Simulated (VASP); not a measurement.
Set up this calculation in VASP 6.6.1, as the native input.

```yaml
Task: single point
Functional: r2SCAN
Potentials_or_basis: VASP PAW PBE potentials, release 64 (Pt_sv_GW)
Cutoff: 630 eV
k_mesh: 12 × 12 × 6
Occupations: fermi-dirac, width 0.1 eV
Spin: no spin polarisation
Dipole_correction: no
Further_INCAR_settings: ALGO = Normal; EDIFF = 1e-06; NBANDS = 25
```

Pt:

```xyz
2
Lattice="2.7139 0.0000 0.0000 -1.3569 2.3503 0.0000 0.0000 0.0000 4.7109" Properties=species:S:1:pos:R:3 pbc="T T T"
Pt    1.3569    0.7834    3.5332
Pt    0.0000    1.5669    1.1777
```

This isn't the form of Pt at room conditions, which is fcc.

The input as run:

POSCAR

```
Pt
1.0
    2.7138660098      0.0000000000      0.0000000000
   -1.3569330049      2.3502770176      0.0000000000
    0.0000000000      0.0000000000      4.7108956958
Pt
2
Direct
    0.6666666667      0.3333333333      0.7500000000
    0.3333333333      0.6666666667      0.2500000000
```

INCAR.step1

```
SYSTEM = Pt
PREC = Accurate ; ENCUT = 630
ISMEAR = -1 ; SIGMA = 0.1
LREAL = .FALSE. ; LASPH = .TRUE.
NELM = 120 ; NBANDS = 25
GGA = PE ; ALGO = Normal
EDIFF = 1E-5 ; LWAVE = .TRUE.
LCHARG = .FALSE. ; GGA_COMPAT = .FALSE.
```

INCAR.step2

```
SYSTEM = Pt
PREC = Accurate ; ENCUT = 630
EDIFF = 1E-6 ; ISMEAR = -1
SIGMA = 0.1 ; LREAL = .FALSE.
LASPH = .TRUE. ; NELM = 120
ALGO = Normal ; ISIF = 2
LWAVE = .FALSE. ; LCHARG = .TRUE.
METAGGA = R2SCAN ; LMIXTAU = .TRUE.
LELF = .TRUE. ; LVHAR = .TRUE.
NBANDS = 25 ; ISTART = 1
GGA_COMPAT = .FALSE.
```

KPOINTS

```
Automatic mesh
0
G
  12 12 6
  0 0 0
```

Potentials or basis: VASP PAW PBE potentials, release 64 (Pt_sv_GW).

Command:

```sh
$ cat potpaw_PBE.64/Pt_sv_GW/POTCAR > POTCAR
$ cp INCAR.step1 INCAR
$ mpirun -np 1 vasp_std > vasp.out
$ cp INCAR.step2 INCAR
$ mpirun -np 1 vasp_std > vasp.out
```

Results of the run:

```json
{
  "Pressure": "6.8 GPa",
  "Band gap on the k mesh": "zero (bands 18 and 19 overlap by 1.52 eV)"
}
```

Caveat: the cell stands under pressure; the PAW data sets were made with another functional, which shifts forces and pressure a little; spin-orbit coupling is left out, which moves the levels of the heavy elements.

Wall time 2.8 min on 1 thread of Intel(R) Xeon(R) Platinum 8259CL CPU @ 2.50GHz (Skylake/Cascade Lake) (shared host), peak memory 0.22 GiB.
